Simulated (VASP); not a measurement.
The system is BN.

```
CELL_PARAMETERS angstrom
0.00000 1.81235 1.81235
1.81235 0.00000 1.81235
1.81235 1.81235 0.00000
ATOMIC_POSITIONS crystal
B 0.00000 0.00000 0.00000
N 0.75000 0.75000 0.75000
```

Base run:

* Program: VASP 6.6.1
* Functional: PBE0
* Potentials or basis: VASP PAW PBE potentials, release 64 (B, N)
* Cutoff: 520 eV
* k mesh: 8 × 8 × 8
* Occupations: gaussian, width 0.02 eV
* Spin: no spin polarisation

Its results: band gap on the k mesh 6.54 eV (least direct gap 11.28 eV); pressure -8.7 GPa.

The run is repeated on the same cell with these changes: functional from PBE0 to HSE06. What comes out?

Band gap on the k mesh 5.76 eV (least direct gap 10.51 eV); pressure -8.7 GPa.

Caveats: the cell stands under tension; the PAW data sets were made with another functional, which shifts forces and pressure a little.

A k mesh can miss the band edges.
